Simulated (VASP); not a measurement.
Here is a VASP 6.6.1 calculation.

The input POSCAR:

```
SiC
1.0
    3.0798863787      0.0000000000      0.0000000000
   -1.5399431894      2.6672598448      0.0000000000
    0.0000000000      0.0000000000      5.0555449938
Si C
2 2
Direct
    0.3333333333      0.6666666667      0.4995947347
    0.6666666667      0.3333333333      0.9995947347
    0.3333333333      0.6666666667      0.8754052653
    0.6666666667      0.3333333333      0.3754052653
```

File INCAR.step1:

```
SYSTEM = SiC
PREC = Accurate
ENCUT = 520
ISMEAR = 0
SIGMA = 0.02
LREAL = .FALSE.
LASPH = .TRUE.
NELM = 100
NBANDS = 16
GGA = PE
ALGO = Normal
EDIFF = 1E-4
LWAVE = .TRUE.
LCHARG = .FALSE.
```

Contents of INCAR.step2:

```
SYSTEM = SiC
PREC = Accurate
ENCUT = 520
EDIFF = 1E-6
ISMEAR = 0
SIGMA = 0.02
LREAL = .FALSE.
LASPH = .TRUE.
NELM = 100
ALGO = Normal
ISIF = 2
LWAVE = .FALSE.
LCHARG = .TRUE.
METAGGA = R2SCAN
LMIXTAU = .TRUE.
LELF = .TRUE.
LVHAR = .TRUE.
NBANDS = 16
ISTART = 1
```

Contents of KPOINTS:

```
Automatic mesh
0
G
  12 12 6
  0 0 0
```

Potentials or basis: VASP PAW PBE potentials, release 64 (Si, C).

Launch:

```sh
$ cat potpaw_PBE.64/Si/POTCAR potpaw_PBE.64/C/POTCAR > POTCAR
$ cp INCAR.step1 INCAR
$ mpirun -np 1 vasp_std > vasp.out
$ cp INCAR.step2 INCAR
$ mpirun -np 1 vasp_std > vasp.out
```

Problem. What does it give for the pressure?

Solution. -1.2 GPa.

Problem. What does it give for the band gap on the k mesh?

Solution. 2.67 eV, indirect (least direct gap 4.47 eV).

Caveat: the PAW data sets were made with another functional, which shifts forces and pressure a little. r2SCAN opens gaps a little over a GGA but as a rule still falls short of measured ones.
